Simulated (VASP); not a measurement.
# ScGaN: single point with PBE

The system is ScGaN.

```xyz
6
Lattice="3.1659 0.0000 0.0000 0.0000 3.8492 0.0000 0.0000 0.0000 7.9508" Properties=species:S:1:pos:R:3 pbc="T T T"
Sc    0.0000    0.0000    3.4805
Sc    1.5829    1.9246    4.4703
Ga    1.5829    0.0000    4.7933
Ga    0.0000    1.9246    3.1575
N     1.5829    1.9246    1.4396
N     0.0000    0.0000    6.5111
```

- Program: VASP 6.6.1
- Task: single point
- Functional: PBE
- Potentials or basis: VASP PAW PBE potentials, release 64 (Sc_sv, Ga_d, N)
- Cutoff: 520 eV
- k mesh: 6 × 4 × 2
- Occupations: gaussian, width 0.1 eV
- Spin: no spin polarisation
- Dipole correction: no
- Further INCAR settings: ALGO = Normal; EDIFF = 1e-06; NBANDS = 38

```json
{"Pressure": "82.5 GPa", "Largest force": "16.774 eV/Å", "Band gap on the k mesh": "zero (band 29 reaches 3.34 eV, above the bottom of band 30 at 1.86 eV)"}
```

Forces in eV/Å, atoms in the order of the input:
```
Sc    0.000   0.000 -10.475
Sc    0.000   0.000  10.475
Ga    0.000   0.000  16.774
Ga    0.000   0.000 -16.774
N     0.000   0.000   4.755
N     0.000   0.000  -4.755
```

Stress tensor (GPa, compression positive):
```
 69.63   0.00   0.00
  0.00 155.93   0.00
  0.00   0.00  21.82
```

Levels at points of the mesh, in eV from the Fermi level:
```csv
k point,band 27,band 28,band 29,band 30,band 31,band 32
"(0.00, 0.00, 0.00)",-0.68,-0.28,0.33,1.09,1.28,1.33
"(0.50, 0.00, 0.00)",-1.10,-1.10,0.28,0.28,1.62,1.62
"(0.00, 0.50, 0.00)",-1.28,-1.28,-0.58,-0.58,0.64,0.64
"(0.50, 0.50, 0.00)",-1.26,-1.26,-1.15,-1.15,1.05,1.05
"(0.00, 0.00, 0.50)",-0.70,-0.22,0.33,0.76,1.19,1.33
"(0.50, 0.00, 0.50)",-1.10,-1.10,0.28,0.28,1.60,1.60
"(0.00, 0.50, 0.50)",-1.28,-1.28,-0.40,-0.40,0.64,0.64
"(0.50, 0.50, 0.50)",-1.21,-1.21,-1.13,-1.13,0.92,0.92
```

It took 72 s on 1 thread of AMD EPYC 9R45 96-Core Processor (Zen 5), with other jobs on the host, peak memory 0.21 GiB.

Caveat: the k points lie up to 0.41 Å⁻¹ apart; this functional lacks dispersion, which binds the layers, so the pressure and a relaxed spacing across them are unreliable; forces of over 1 eV/Å act on the atoms, so gaps and moduli don't describe the material at rest.
